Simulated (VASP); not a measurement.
# TiO2 (P4_2/mnm) in VASP: notebook

Aim: see how the results for TiO2 move with the level of theory and the settings. Levels: PBE, PBE+U. Tasks: single point.

All numbers are computed with VASP 6.6.1; they aren't measurements. Logs are shortened: lines on timing, memory, paths and dates and some standing lists are left out, and cuts for length are marked.

## (1) The cell of the first run

Symmetry: P4_2/mnm, No. 136, tetragonal system. The conventional cell has a = 4.639 Å, b = 4.639 Å, c = 2.963 Å, α = 90.00°, β = 90.00°, γ = 90.00°. Within 2.6 Å of Ti (site symmetry mmm) lie 6 O at 1.96 to 2.00 Å. Within 2.6 Å of O (site symmetry m2m) lie 3 Ti at 1.96 to 2.00 Å and 1 O at 2.56 Å.

## (2) Single point, PBE

INCAR reads:

```
SYSTEM = TiO2
PREC = Accurate ; ENCUT = 520
EDIFF = 1E-6 ; ISMEAR = -1
SIGMA = 0.05 ; LREAL = .FALSE.
LASPH = .TRUE. ; NELM = 100
ALGO = Normal ; ISIF = 2
LWAVE = .FALSE. ; LCHARG = .TRUE.
GGA = PE ; LELF = .TRUE.
LVHAR = .TRUE. ; NBANDS = 33
```

KPOINTS reads:

```
regular mesh
0
G
  6 6 9
  0 0 0
```

POSCAR reads:

```
TiO2
1.0
    4.6385904344      0.0000000000      0.0000000000
    0.0000000000      4.6385904344      0.0000000000
    0.0000000000      0.0000000000      2.9627002102
Ti O
2 4
Direct
    0.0000000000      0.0000000000      0.5000000000
    0.5000000000      0.5000000000      0.0000000000
    0.3051343920      0.3051343920      0.5000000000
    0.1948656080      0.8051343920      0.0000000000
    0.8051343920      0.1948656080      0.0000000000
    0.6948656080      0.6948656080      0.5000000000
```

Potentials or basis: VASP PAW PBE potentials, release 64 (Ti_sv, O).

The run is started by

```
cat potpaw_PBE.64/Ti_sv/POTCAR potpaw_PBE.64/O/POTCAR > POTCAR
mpirun -np 1 vasp_std > vasp.out
```

OUTCAR:

```text
SYSTEM = TiO2
   PREC = Accurate
   ENCUT = 520
   EDIFF = 1E-6
   ISMEAR = -1
   LREAL = .FALSE.
   LASPH = .TRUE.
   NELM = 100
   ISIF = 2
   GGA = PE

 ion  position               nearest neighbor table
   1  0.000  0.000  0.500-   4 1.96   5 1.96   4 1.96   5 1.96   3 2.00   6 2.00
   2  0.500  0.500  0.000-   3 1.96   6 1.96   3 1.96   6 1.96   5 2.00   4 2.00
   3  0.305  0.305  0.500-   2 1.96   2 1.96   1 2.00
   4  0.195  0.805  0.000-   1 1.96   1 1.96   2 2.00
   5  0.805  0.195  0.000-   1 1.96   1 1.96   2 2.00
   6  0.695  0.695  0.500-   2 1.96   2 1.96   1 2.00

  LATTYP: Found a simple tetragonal cell.
 ALAT       =     4.6385904344
 C/A-ratio  =     0.6387070064

  Lattice vectors:

 A1 = (   4.6385904344,   0.0000000000,   0.0000000000)
 A2 = (   0.0000000000,   4.6385904344,   0.0000000000)
 A3 = (   0.0000000000,   0.0000000000,   2.9627002102)

Analysis of symmetry for initial positions (statically):
=====================================================================
 Subroutine PRICEL returns:
 Original cell was already a primitive cell.

 Routine SETGRP: Setting up the symmetry group for a
 simple tetragonal supercell.

 Subroutine GETGRP returns: Found 16 space group operations
 (whereof  8 operations were pure point group operations)
 out of a pool of 16 trial point group operations.

The static configuration has the point symmetry D_2h.
 The point group associated with its full space group is D_4h.

Analysis of symmetry for dynamics (positions and initial velocities):
=====================================================================
 Subroutine PRICEL returns:
 Original cell was already a primitive cell.

 Routine SETGRP: Setting up the symmetry group for a
 simple tetragonal supercell.

 Subroutine GETGRP returns: Found 16 space group operations
 (whereof  8 operations were pure point group operations)
 out of a pool of 16 trial point group operations.

The dynamic configuration has the point symmetry D_2h.
 The point group associated with its full space group is D_4h.

 Subroutine INISYM returns: Found 16 space group operations
 (whereof  8 operations are pure point group operations),
 and found     1 'primitive' translations

----------------------------------------------------------------------------------------

                                     Primitive cell

  volume of cell :      63.7470

  direct lattice vectors                    reciprocal lattice vectors
[... 97 lines left out ...]
   EDIFFG = 0.1E-04   stopping-criterion for IOM
   NSW    =      0    number of steps for IOM
   IBRION =     -1    ionic relax: 0-MD 1-quasi-New 2-CG
   NFREE  =      0    steps in history (QN), initial steepest desc. (CG)
   ISIF   =      2    stress and relaxation
   ISYM   =      2    0-nonsym 1-usesym 2-fastsym
   POTIM  = 0.5000    time-step for ionic-motion
   TEBEG  =    0.0;   TEEND  =   0.0 temperature during run
   PSTRESS=    0.0 pullay stress
   NELECT =      48.0000    total number of electrons
   NUPDOWN=      -1.0000    fix difference up-down
   EMIN   =  10.00;   EMAX   =-10.00  energy-range for DOS
   EFERMI =   0.00;   METHOD = LEGACY
   ISMEAR =    -1;   SIGMA  =   0.05  broadening in eV -4-tet -1-fermi 0-gaus
   EFERMI_NEDOS =   21; number of points for ismear=-14 and -15
   IALGO  =     38    algorithm
   IMIX   =      4    mixing-type and parameters
     AMIX     =   0.40;   BMIX     =  1.00
     AMIX_MAG =   1.60;   BMIX_MAG =  1.00
  volume/ion in A,a.u.               =      10.62        71.70
  Fermi-wavevector in a.u.,A,eV,Ry     =   1.489368  2.814497 30.180671  2.218217
  Thomas-Fermi vector in A             =   2.602285
   LORBIT       =      0    0 simple, 1 ext, 2 COOP (PROOUT), +10 PAW based schemes
   GGA     = PE    functional components
   LHFCALC =     F    Hartree Fock is set to
   AEXX    =    0.0000 exact exchange contribution
   IVDW    =     0    specifies the selected vdW correction
   LEPSILON=     F    determine dielectric tensor
   LRPA    =     F    only Hartree local field effects (RPA)
 non-spin polarized calculation
  energy-cutoff  :      520.00
  volume of cell :       63.75
 maximum number of plane-waves:      1735
 NGX is ok and might be reduce to    36
   NGX = 17   NGY = 17   NGZ = 11

 number of electron      48.0000022 magnetization

 Free energy of the ion-electron system (eV)
  ---------------------------------------------------
  ext. energy  EPLUGINS =         0.00000000
  ---------------------------------------------------
  free energy    TOTEN  =       -53.67506383 eV

  energy without entropy =      -53.67506383  energy(sigma->0) =      -53.67506383

 E-fermi :   5.5064     XC(G=0): -11.2976

 val. band max:        4.6034174598   @ k =   0.0000   0.0000   0.0000
 cond. band min:       6.4437990543   @ k =   0.0000   0.0000   0.0000
 fundamental gap:      1.8403815945
 Fermi energy:         5.5064193358

 k-point     1 :       0.0000    0.0000    0.0000
  band No.  band energies     occupation
      1     -52.3491      2.00000
      2     -52.3341      2.00000
      3     -28.6382      2.00000
      4     -28.6382      2.00000
      5     -28.4867      2.00000
      6     -28.4867      2.00000
[... 853 lines left out ...]
     32       9.7132      0.00000
     33      11.0107      0.00000

 [... further k-points ...]

------------------------ aborting loop because EDIFF is reached ----------------------------------------

  FORCE on cell =-STRESS in cart. coord.  units (eV):
  Direction    XX          YY          ZZ          XY          YZ          ZX
  --------------------------------------------------------------------------------------
  -------------------------------------------------------------------------------------
  Total        0.4357495      0.4357495      0.5642803      0.0000000      0.0000000      0.0000000
  in kB       10.9518555     10.9518555     14.1822692      0.0000000      0.0000000      0.0000000
  external PRESSURE =      12.0286601 kB  Pullay stress =       0.0000000 kB

 VOLUME and BASIS-vectors are now :
 -----------------------------------------------------------------------------
  energy-cutoff  :      520.00
  volume of cell :       63.75
      direct lattice vectors                 reciprocal lattice vectors
     4.638590434  0.000000000  0.000000000     0.215582732  0.000000000  0.000000000
     0.000000000  4.638590434  0.000000000     0.000000000  0.215582732  0.000000000
     0.000000000  0.000000000  2.962700210     0.000000000  0.000000000  0.337529932

 POSITION                                       TOTAL-FORCE (eV/Angst)
 -----------------------------------------------------------------------------------
      0.00000      0.00000      1.48135         0.000000      0.000000     -0.000000
      2.31930      2.31930      0.00000         0.000000      0.000000     -0.000000
      1.41539      1.41539      1.48135        -0.029782     -0.029782      0.000000
      0.90390      3.73469      0.00000         0.029782     -0.029782      0.000000
      3.73469      0.90390      0.00000        -0.029782      0.029782     -0.000000
      3.22320      3.22320      1.48135         0.029782      0.029782     -0.000000
 -----------------------------------------------------------------------------------
    total drift:                                0.000000      0.000000      0.000000

  FREE ENERGIE OF THE ION-ELECTRON SYSTEM (eV)
  ---------------------------------------------------
  free  energy   TOTEN  =       -53.6750638264 eV

  energy  without entropy=      -53.6750638258  energy(sigma->0) =      -53.67506383
```

It took 2.3 min on 1 thread of Intel Xeon Platinum 8259CL at 2.50GHz (Skylake/Cascade Lake), shared host; peak memory 0.22 GiB.

What came out:

```yaml
Free_energy: -53.6751 eV
Pressure: 1.2 GPa
Largest_force: 0.042 eV/Å
Band_gap_on_the_k_mesh: 1.84 eV, direct
```

Forces in eV/Å, atoms in the order of the input:
```
Ti   0.000  0.000  0.000
Ti   0.000  0.000  0.000
O   -0.030 -0.030  0.000
O    0.030 -0.030  0.000
O   -0.030  0.030  0.000
O    0.030  0.030  0.000
```

Levels at points of the mesh, in eV from the valence-band top:
| k point | band 21 | band 22 | band 23 | band 24 | band 25 | band 26 | band 27 | band 28 |
| --- | --- | --- | --- | --- | --- | --- | --- | --- |
| (0.00, 0.00, 0.00) | -0.67 | -0.43 | -0.43 | 0.00 | 1.84 | 2.13 | 2.39 | 2.47 |
| (0.50, 0.00, 0.00) | -1.56 | -1.56 | -0.71 | -0.71 | 2.49 | 2.49 | 2.96 | 2.96 |
| (0.50, 0.50, 0.00) | -1.25 | -1.25 | -1.04 | -1.04 | 1.87 | 1.87 | 2.49 | 2.49 |

## (3) Single point, PBE

INCAR reads:

```
SYSTEM = TiO2
PREC = Accurate
ENCUT = 520
EDIFF = 1E-6
ISMEAR = -1
SIGMA = 0.05
LREAL = .FALSE.
LASPH = .TRUE.
NELM = 60
ALGO = Normal
ISIF = 2
LWAVE = .FALSE.
LCHARG = .FALSE.
GGA = PE
NBANDS = 33
```

KPOINTS is that of step 2.

POSCAR reads:

```
TiO2
1.0
    4.6401185582      0.0000000000      0.0000000000
    0.0000000000      4.6401185582      0.0000000000
    0.0000000000      0.0000000000      2.9632670975
Ti O
2 4
Direct
    0.0000000000      0.0000000000      0.5000000000
    0.5000000000      0.5000000000      0.0000000000
    0.3051254084      0.3051254084      0.5000000000
    0.1948745916      0.8051254084      0.0000000000
    0.8051254084      0.1948745916      0.0000000000
    0.6948745916      0.6948745916      0.5000000000
```

Potentials or basis: VASP PAW PBE potentials, release 64 (Ti_sv, O).

The run is started by

```
cat potpaw_PBE.64/Ti_sv/POTCAR potpaw_PBE.64/O/POTCAR > POTCAR
mpirun -np 1 vasp_std > vasp.out
```

It took 2.4 min on 1 thread of Intel Xeon Platinum 8259CL at 2.50GHz (Skylake/Cascade Lake), shared host; peak memory 0.21 GiB.

It converged, with:

- Free energy: -53.6756 eV
- Pressure: 1.0 GPa
- Largest force: 0.036 eV/Å
- Band gap on the k mesh: 1.84 eV, direct

Forces in eV/Å, atoms in the order of the input:
```
Ti   0.000  0.000  0.000
Ti   0.000  0.000  0.000
O   -0.026 -0.026  0.000
O    0.026 -0.026  0.000
O   -0.026  0.026  0.000
O    0.026  0.026  0.000
```

Stress tensor (GPa, compression positive):
```
0.92 0.00 0.00
0.00 0.92 0.00
0.00 0.00 1.21
```

Levels at points of the mesh, in eV from the valence-band top:
```
           k point  band 20  band 21  band 22  band 23  band 24  band 25  band 26  band 27  band 28  band 29
(0.00, 0.00, 0.00)    -1.89    -0.67    -0.43    -0.43     0.00     1.84     2.12     2.39     2.47     2.47
(0.50, 0.00, 0.00)    -2.98    -1.56    -1.56    -0.71    -0.71     2.49     2.49     2.95     2.95     3.50
(0.50, 0.50, 0.00)    -2.12    -1.25    -1.25    -1.04    -1.04     1.87     1.87     2.49     2.49     3.76
```

## (4) Single point, PBE

This run uses another cell than the first one, of 10.65 Å³/atom, 1.003 times its volume.

INCAR reads:

```
PREC = Accurate
ENCUT = 520
EDIFF = 1E-6
ISMEAR = -1
SIGMA = 0.05
LREAL = F
LASPH = T
NELM = 80
ALGO = Normal
ISIF = 2
LWAVE = F
LCHARG = T
GGA = PE
LELF = T
LVHAR = T
NBANDS = 33
```

KPOINTS reads:

```
Automatic mesh
0
Gamma
  6 6 9
```

POSCAR reads:

```
TiO2
1.0
    4.6432698352      0.0000000000      0.0000000000
    0.0000000000      4.6432698352      0.0000000000
    0.0000000000      0.0000000000      2.9642377989
Ti O
2 4
Direct
    0.0000000000      0.0000000000      0.5000000000
    0.5000000000      0.5000000000      0.0000000000
    0.3051124643      0.3051124643      0.5000000000
    0.1948875357      0.8051124643      0.0000000000
    0.8051124643      0.1948875357      0.0000000000
    0.6948875357      0.6948875357      0.5000000000
```

Potentials or basis: VASP PAW PBE potentials, release 64 (Ti_sv, O).

The run is started by

```
cat potpaw_PBE.64/Ti_sv/POTCAR potpaw_PBE.64/O/POTCAR > POTCAR
mpirun -np 1 vasp_std > vasp.out
```

OUTCAR:

```text
PREC = Accurate
   ENCUT = 520
   EDIFF = 1E-6
   ISMEAR = -1
   LREAL = F
   LASPH = T
   NELM = 80
   ISIF = 2
   GGA = PE

 ion  position               nearest neighbor table
   1  0.000  0.000  0.500-   4 1.96   5 1.96   4 1.96   5 1.96   3 2.00   6 2.00
   2  0.500  0.500  0.000-   3 1.96   6 1.96   3 1.96   6 1.96   5 2.00   4 2.00
   3  0.305  0.305  0.500-   2 1.96   2 1.96   1 2.00
   4  0.195  0.805  0.000-   1 1.96   1 1.96   2 2.00
   5  0.805  0.195  0.000-   1 1.96   1 1.96   2 2.00
   6  0.695  0.695  0.500-   2 1.96   2 1.96   1 2.00

  LATTYP: Found a simple tetragonal cell.
 ALAT       =     4.6432698352
 C/A-ratio  =     0.6383944729

  Lattice vectors:

 A1 = (   4.6432698352,   0.0000000000,   0.0000000000)
 A2 = (   0.0000000000,   4.6432698352,   0.0000000000)
 A3 = (   0.0000000000,   0.0000000000,   2.9642377989)

Analysis of symmetry for initial positions (statically):
=====================================================================
 Subroutine PRICEL returns:
 Original cell was already a primitive cell.

 Routine SETGRP: Setting up the symmetry group for a
 simple tetragonal supercell.

 Subroutine GETGRP returns: Found 16 space group operations
 (whereof  8 operations were pure point group operations)
 out of a pool of 16 trial point group operations.

The static configuration has the point symmetry D_2h.
 The point group associated with its full space group is D_4h.

Analysis of symmetry for dynamics (positions and initial velocities):
=====================================================================
 Subroutine PRICEL returns:
 Original cell was already a primitive cell.

 Routine SETGRP: Setting up the symmetry group for a
 simple tetragonal supercell.

 Subroutine GETGRP returns: Found 16 space group operations
[... 125 lines left out ...]
   EMIN   =  10.00;   EMAX   =-10.00  energy-range for DOS
   EFERMI =   0.00;   METHOD = LEGACY
   ISMEAR =    -1;   SIGMA  =   0.05  broadening in eV -4-tet -1-fermi 0-gaus
   EFERMI_NEDOS =   21; number of points for ismear=-14 and -15
   IALGO  =     38    algorithm
   IMIX   =      4    mixing-type and parameters
     AMIX     =   0.40;   BMIX     =  1.00
     AMIX_MAG =   1.60;   BMIX_MAG =  1.00
  volume/ion in A,a.u.               =      10.65        71.88
  Fermi-wavevector in a.u.,A,eV,Ry     =   1.488110  2.812120 30.129700  2.214470
  Thomas-Fermi vector in A             =   2.601186
   LORBIT       =      0    0 simple, 1 ext, 2 COOP (PROOUT), +10 PAW based schemes
   GGA     = PE    functional components
   LHFCALC =     F    Hartree Fock is set to
   AEXX    =    0.0000 exact exchange contribution
   IVDW    =     0    specifies the selected vdW correction
   LEPSILON=     F    determine dielectric tensor
   LRPA    =     F    only Hartree local field effects (RPA)
 non-spin polarized calculation
  energy-cutoff  :      520.00
  volume of cell :       63.91
 maximum number of plane-waves:      1748
 NGX is ok and might be reduce to    36
   NGX = 17   NGY = 17   NGZ = 11

 number of electron      48.0000021 magnetization

 Free energy of the ion-electron system (eV)
  ---------------------------------------------------
  ext. energy  EPLUGINS =         0.00000000
  ---------------------------------------------------
  free energy    TOTEN  =       -53.67628408 eV

  energy without entropy =      -53.67628408  energy(sigma->0) =      -53.67628408

 E-fermi :   5.4736     XC(G=0): -11.2841

 val. band max:        4.5765484622   @ k =   0.0000   0.0000   0.0000
 cond. band min:       6.4106983888   @ k =   0.0000   0.0000   0.0000
 fundamental gap:      1.8341499265
 Fermi energy:         5.4735556578

 k-point     1 :       0.0000    0.0000    0.0000
  band No.  band energies     occupation
      1     -52.3837      2.00000
      2     -52.3689      2.00000
      3     -28.6704      2.00000
      4     -28.6704      2.00000
      5     -28.5206      2.00000
      6     -28.5206      2.00000
[... 853 lines left out ...]
     32       9.6670      0.00000
     33      10.9630      0.00000

 [... further k-points ...]
[... 5 lines left out ...]
  --------------------------------------------------------------------------------------
  -------------------------------------------------------------------------------------
  Total        0.2128706      0.2128706      0.3265763     -0.0000000      0.0000000      0.0000000
  in kB        5.3366087      5.3366087      8.1871797     -0.0000000      0.0000000      0.0000000
  external PRESSURE =       6.2867990 kB  Pullay stress =       0.0000000 kB

 VOLUME and BASIS-vectors are now :
 -----------------------------------------------------------------------------
  energy-cutoff  :      520.00
  volume of cell :       63.91
      direct lattice vectors                 reciprocal lattice vectors
     4.643269835  0.000000000  0.000000000     0.215365472  0.000000000  0.000000000
     0.000000000  4.643269835  0.000000000     0.000000000  0.215365472  0.000000000
     0.000000000  0.000000000  2.964237799     0.000000000  0.000000000  0.337354851

 POSITION                                       TOTAL-FORCE (eV/Angst)
 -----------------------------------------------------------------------------------
      0.00000      0.00000      1.48212         0.000000     -0.000000     -0.000000
      2.32163      2.32163      0.00000         0.000000     -0.000000     -0.000000
      1.41672      1.41672      1.48212        -0.018464     -0.018464      0.000000
      0.90492      3.73835      0.00000         0.018464     -0.018464      0.000000
      3.73835      0.90492      0.00000        -0.018464      0.018464     -0.000000
      3.22655      3.22655      1.48212         0.018464      0.018464     -0.000000
 -----------------------------------------------------------------------------------
    total drift:                                0.000000      0.000000      0.000000

  FREE ENERGIE OF THE ION-ELECTRON SYSTEM (eV)
  ---------------------------------------------------
  free  energy   TOTEN  =       -53.6762840784 eV

  energy  without entropy=      -53.6762840778  energy(sigma->0) =      -53.67628408
```

OSZICAR:

```text
N       E                     dE             d eps       ncg     rms          rms(c)
DAV:   1     0.661481273325E+03    0.66148E+03   -0.24503E+04  3300   0.173E+03
DAV:   2     0.316464926451E+02   -0.62983E+03   -0.58233E+03  3544   0.516E+02
DAV:   3    -0.651399839310E+02   -0.96786E+02   -0.94937E+02  4448   0.192E+02
DAV:   4    -0.710635906135E+02   -0.59236E+01   -0.59102E+01  4873   0.450E+01
DAV:   5    -0.713188239160E+02   -0.25523E+00   -0.25521E+00  4307   0.738E+00    0.308E+01
DAV:   6    -0.541401456334E+02    0.17179E+02   -0.76672E+01  4317   0.877E+01    0.115E+01
DAV:   7    -0.540157029514E+02    0.12444E+00   -0.14086E+01  4150   0.339E+01    0.905E+00
DAV:   8    -0.539118321383E+02    0.10387E+00   -0.48500E-01  4056   0.494E+00    0.759E+00
DAV:   9    -0.539102386196E+02    0.15935E-02   -0.17805E+00  4260   0.152E+01    0.436E+00
DAV:  10    -0.536818157798E+02    0.22842E+00   -0.93198E-01  4164   0.911E+00    0.739E-01
DAV:  11    -0.536775664070E+02    0.42494E-02   -0.39480E-02  3877   0.159E+00    0.461E-01
DAV:  12    -0.536774358905E+02    0.13052E-03   -0.58998E-03  3789   0.872E-01    0.277E-01
DAV:  13    -0.536763241166E+02    0.11118E-02   -0.23990E-03  4551   0.413E-01    0.739E-02
DAV:  14    -0.536763275324E+02   -0.34158E-05   -0.15753E-04  3882   0.890E-02    0.563E-02
DAV:  15    -0.536762827823E+02    0.44750E-04   -0.16673E-04  4342   0.111E-01    0.453E-03
DAV:  16    -0.536762843239E+02   -0.15416E-05   -0.13079E-05  3667   0.289E-02    0.798E-03
DAV:  17    -0.536762840784E+02    0.24552E-06   -0.79848E-07  2159   0.105E-02
   1 F= -.53676284E+02 E0= -.53676284E+02  d E =-.657770E-09
```

Wall time 2.2 min (1 thread of Intel Xeon Platinum 8259CL at 2.50GHz (Skylake/Cascade Lake), shared host); peak memory 0.22 GiB.

Results:

* Free energy: -53.6763 eV
* Pressure: 0.6 GPa
* Largest force: 0.026 eV/Å
* Band gap on the k mesh: 1.83 eV, direct

Forces in eV/Å, atoms in the order of the input:
```
Ti   0.000  0.000  0.000
Ti   0.000  0.000  0.000
O   -0.018 -0.018  0.000
O    0.018 -0.018  0.000
O   -0.018  0.018  0.000
O    0.018  0.018  0.000
```

Levels at points of the mesh, in eV from the valence-band top:
```csv
k point,band 20,band 21,band 22,band 23,band 24,band 25,band 26,band 27,band 28,band 29
"(0.00, 0.00, 0.00)",-1.89,-0.67,-0.43,-0.43,0.00,1.83,2.12,2.39,2.46,2.46
"(0.50, 0.00, 0.00)",-2.97,-1.55,-1.55,-0.71,-0.71,2.48,2.48,2.95,2.95,3.50
"(0.50, 0.50, 0.00)",-2.11,-1.25,-1.25,-1.04,-1.04,1.87,1.87,2.48,2.48,3.75
```

A k mesh can miss the band edges.

[end of part 1 of 2]
